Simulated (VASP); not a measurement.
# Be in VASP: a series of runs, part 2 of 2

VASP 6.6.1.

## Step 6: Single point, PBE

This run uses another cell than the first one: it holds 4 atoms, not 2.

INCAR

```
SYSTEM = Be
PREC = Accurate
ENCUT = 520
EDIFF = 1E-7
ISMEAR = 0
SIGMA = 0.1
LREAL = .False.
LASPH = .True.
NELM = 80
ALGO = Normal
ISIF = 2
LWAVE = .False.
LCHARG = .True.
GGA = PE
LELF = .True.
LVHAR = .True.
NBANDS = 12
```

KPOINTS

```
Automatic mesh
0
Gamma
  9 9 4
  0 0 0
```

POSCAR

```
Be
1.0
    2.1943935892      0.0000000000      0.0000000000
   -1.0971967946      1.9004005942      0.0000000000
    0.0000000000      0.0000000000      8.4075846354
Be
4
Direct
    0.3333333333      0.6666666667      0.1089563272
    0.6666666667      0.3333333333      0.6089563272
    0.3333333333      0.6666666667      0.3910436728
    0.6666666667      0.3333333333      0.8910436728
```

Potentials or basis: VASP PAW PBE potentials, release 64 (Be).

The run is started by

```sh
$ cat potpaw_PBE.64/Be/POTCAR > POTCAR
$ mpirun -np 1 vasp_std > vasp.out
```

OUTCAR:

```text
SYSTEM = Be
   PREC = Accurate
   ENCUT = 520
   EDIFF = 1E-7
   ISMEAR = 0
   LREAL = .False.
   LASPH = .True.
   NELM = 80
   ISIF = 2
   GGA = PE

 ion  position               nearest neighbor table
   1  0.333  0.667  0.109-   4 2.23   4 2.23   4 2.23   3 2.37
   2  0.667  0.333  0.609-   3 2.23   3 2.23   3 2.23   4 2.37
   3  0.333  0.667  0.391-   2 2.23   2 2.23   2 2.23   1 2.37
   4  0.667  0.333  0.891-   1 2.23   1 2.23   1 2.23   2 2.37

  LATTYP: Found a hexagonal cell.
 ALAT       =     2.1943935892
 C/A-ratio  =     3.8313931816

  Lattice vectors:

 A1 = (   2.1943935892,   0.0000000000,   0.0000000000)
 A2 = (  -1.0971967946,   1.9004005942,   0.0000000000)
 A3 = (   0.0000000000,   0.0000000000,   8.4075846354)

Analysis of symmetry for initial positions (statically):
=====================================================================
 Subroutine PRICEL returns:
 Original cell was already a primitive cell.

 Routine SETGRP: Setting up the symmetry group for a
 hexagonal supercell.

 Subroutine GETGRP returns: Found 24 space group operations
 (whereof 12 operations were pure point group operations)
 out of a pool of 24 trial point group operations.

The static configuration has the point symmetry D_3d.
 The point group associated with its full space group is D_6h.

Analysis of symmetry for dynamics (positions and initial velocities):
=====================================================================
 Subroutine PRICEL returns:
 Original cell was already a primitive cell.

 Routine SETGRP: Setting up the symmetry group for a
 hexagonal supercell.

 Subroutine GETGRP returns: Found 24 space group operations
 (whereof 12 operations were pure point group operations)
 out of a pool of 24 trial point group operations.

The dynamic configuration has the point symmetry D_3d.
 The point group associated with its full space group is D_6h.

 Subroutine INISYM returns: Found 24 space group operations
 (whereof 12 operations are pure point group operations),
 and found     1 'primitive' translations
[... 130 lines left out ...]
 non-spin polarized calculation
 Gauss-broadening in eV      SIGMA  =   0.10
  energy-cutoff  :      520.00
  volume of cell :       35.06
 maximum number of plane-waves:       968
   NGX =  9   NGY =  9   NGZ = 31

 number of electron       8.0000000 magnetization

 Free energy of the ion-electron system (eV)
  ---------------------------------------------------
  ext. energy  EPLUGINS =         0.00000000
  ---------------------------------------------------
  free energy    TOTEN  =       -13.82891204 eV

  energy without entropy =      -13.82502937  energy(sigma->0) =      -13.82697071

 E-fermi :   5.6151     XC(G=0): -10.2221

 val. band max:        5.5395073179   @ k =   0.3333   0.3333   0.5000
 cond. band min:       5.6506944560   @ k =   0.3333   0.3333   0.2500
 fundamental gap:      0.1111871381
 Fermi energy:         5.6150543283

 k-point     1 :       0.0000    0.0000    0.0000
  band No.  band energies     occupation
      1      -4.6839      2.00000
      2      -3.5983      2.00000
      3      -2.3534      2.00000
      4       0.8432      2.00000
      5       3.8541      2.00000
      6       9.7127      0.00000
      7      12.8871      0.00000
      8      20.9875      0.00000
      9      24.2821      0.00000
     10      24.2821      0.00000
     11      25.0601      0.00000
     12      25.0601      0.00000
[... 331 lines left out ...]
 k-point    24 :       0.3333    0.3333    0.2500
  band No.  band energies     occupation
      1       4.9002      2.00000
      2       5.5381      1.72362
      3       5.5381      1.72362
      4       5.6507      0.61424
      5       6.7426      0.00000
      6       6.7426      0.00000
      7       8.2889      0.00000
      8      10.2266      0.00000
      9      10.9780      0.00000
     10      10.9780      0.00000
     11      14.4085      0.00000
     12      14.4085      0.00000

 [... further k-points ...]

------------------------ aborting loop because EDIFF is reached ----------------------------------------

  FORCE on cell =-STRESS in cart. coord.  units (eV):
  Direction    XX          YY          ZZ          XY          YZ          ZX
  --------------------------------------------------------------------------------------
  -------------------------------------------------------------------------------------
  Total        0.0393367      0.0393367      0.0841628      0.0000000      0.0000000      0.0000000
  in kB        1.7975355      1.7975355      3.8459143      0.0000000      0.0000000      0.0000000
  external PRESSURE =       2.4803284 kB  Pullay stress =       0.0000000 kB

 VOLUME and BASIS-vectors are now :
 -----------------------------------------------------------------------------
  energy-cutoff  :      520.00
  volume of cell :       35.06
      direct lattice vectors                 reciprocal lattice vectors
     2.194393589  0.000000000  0.000000000     0.455706763  0.263102422  0.000000000
    -1.097196795  1.900400594  0.000000000     0.000000000  0.526204845  0.000000000
     0.000000000  0.000000000  8.407584635     0.000000000  0.000000000  0.118940224

 POSITION                                       TOTAL-FORCE (eV/Angst)
 -----------------------------------------------------------------------------------
     -0.00000      1.26693      0.91606        -0.000000      0.000000     -0.012913
      1.09720      0.63347      5.11985         0.000000      0.000000     -0.012913
     -0.00000      1.26693      3.28773         0.000000     -0.000000      0.012913
      1.09720      0.63347      7.49153        -0.000000     -0.000000      0.012913
 -----------------------------------------------------------------------------------
    total drift:                                0.000000     -0.000000      0.000000

  FREE ENERGIE OF THE ION-ELECTRON SYSTEM (eV)
  ---------------------------------------------------
  free  energy   TOTEN  =       -13.8289120434 eV

  energy  without entropy=      -13.8250293727  energy(sigma->0) =      -13.82697071
```

OSZICAR:

```text
N       E                     dE             d eps       ncg     rms          rms(c)
DAV:   1     0.949704668195E+00    0.94970E+00   -0.32236E+03   864   0.547E+02
DAV:   2    -0.138434109254E+02   -0.14793E+02   -0.14253E+02  1160   0.961E+01
DAV:   3    -0.142488581838E+02   -0.40545E+00   -0.39462E+00  1256   0.110E+01
DAV:   4    -0.142504374497E+02   -0.15793E-02   -0.15790E-02  1108   0.704E-01
DAV:   5    -0.142504424909E+02   -0.50413E-05   -0.50415E-05  1176   0.396E-02    0.232E+00
DAV:   6    -0.139009464994E+02    0.34950E+00   -0.58846E-01   968   0.273E+00    0.121E+00
DAV:   7    -0.138320371512E+02    0.68909E-01   -0.20308E-01  1064   0.183E+00    0.389E-01
DAV:   8    -0.138289173442E+02    0.31198E-02   -0.76834E-03  1028   0.618E-01    0.223E-02
DAV:   9    -0.138289129177E+02    0.44265E-05   -0.95878E-05  1108   0.550E-02    0.138E-02
DAV:  10    -0.138289132435E+02   -0.32586E-06   -0.85087E-06  1060   0.210E-02    0.218E-03
DAV:  11    -0.138289122463E+02    0.99723E-06   -0.60818E-07  1104   0.378E-03    0.559E-04
DAV:  12    -0.138289120085E+02    0.23778E-06   -0.36836E-08   708   0.137E-03    0.128E-04
DAV:  13    -0.138289120434E+02   -0.34871E-07   -0.27777E-09   612   0.545E-04
   1 F= -.13828912E+02 E0= -.13826971E+02  d E =-.388267E-02
```

stdout:

```text
POSCAR found type information on POSCAR Be
 POSCAR found :  1 types and       4 ions
 scaLAPACK will be used
 LDA part: xc-table for (Slater+PW92), standard interpolation
 POSCAR, INCAR and KPOINTS ok, starting setup
 FFT: planning ... GRIDC
 FFT: planning ... GRID_SOFT
 FFT: planning ... GRID
 WAVECAR not read
 entering main loop
```

It took 8.3 s on 1 thread of AMD EPYC 7R13 (Zen 3), shared host; peak memory 0.11 GiB.

What came out:

```yaml
Free_energy: -13.8289 eV
Pressure: 0.2 GPa
Largest_force: 0.013 eV/Å
Band_gap_on_the_k_mesh: zero (bands 4 and 5 overlap by 2.50 eV)
```

Forces on the atoms (eV/Å):
```
Be   0.000  0.000 -0.013
Be   0.000  0.000 -0.013
Be   0.000  0.000  0.013
Be   0.000  0.000  0.013
```

Stress tensor (GPa, compression positive):
```
0.18 0.00 0.00
0.00 0.18 0.00
0.00 0.00 0.38
```

Levels at points of the mesh, in eV from the Fermi level:
| k point | band 1 | band 2 | band 3 | band 4 | band 5 | band 6 | band 7 | band 8 | band 9 |
| --- | --- | --- | --- | --- | --- | --- | --- | --- | --- |
| (0.00, 0.00, 0.00) | -10.30 | -9.21 | -7.97 | -4.77 | -1.76 | 4.10 | 7.27 | 15.37 | 18.67 |
| (0.00, 0.00, 0.50) | -9.93 | -9.93 | -6.51 | -6.51 | 0.83 | 0.83 | 11.35 | 11.35 | 18.93 |

Caveat: the k points lie up to 0.37 Å⁻¹ apart, too coarse for converged energies and pressures of a metal.

## Step 7: The runs side by side

```csv
task,cell,k mesh,cutoff (eV),gap on the mesh (eV),pressure (GPa),largest force (eV/Å)
single point,"a = 2.265, b = 2.265, c = 3.561 Å, angles 90.0, 90.0, 120.0°, 2 atoms, atomic positions A",27 × 27 × 16,520,none,0.2,-
single point,"a = 2.282, b = 3.914, c = 7.091 Å, 8 atoms, atomic positions B",10 × 6 × 4,520,none,0.2,-
relaxation of cell and atoms,"relaxed from a = 2.265, b = 2.265, c = 3.574 Å, angles 90.0, 90.0, 120.0°, 2 atoms, atomic positions A",27 × 27 × 16,600,none,0.0,-
single point,"a = 2.515, b = 2.515, c = 6.456 Å, angles 90.0, 90.0, 120.0°, 4 atoms, atomic positions C",9 × 9 × 4,520,none,66.0,29.00
single point,"a = 2.194, b = 2.194, c = 8.408 Å, angles 90.0, 90.0, 120.0°, 4 atoms, atomic positions D",9 × 9 × 4,520,none,0.2,0.01
```

Alike in all rows: level PBE; potentials or basis VASP PAW PBE potentials, release 64 (Be); no spin polarisation; smearing gaussian 0.1 eV.

Caveats: some runs use coarse meshes; atoms lie so close that the PAW spheres overlap strongly, which falsifies energies and pressures (at least some runs); the stress differs along the axes, from -46 to 291 GPa (at least some runs); forces of over 1 eV/Å act on the atoms, so gaps and moduli don't describe the material at rest (at least some runs).

Absolute energies hang on the potentials; compare differences alone.

The gap in the log of VASP goes by the Fermi energy; the results here count the filled bands.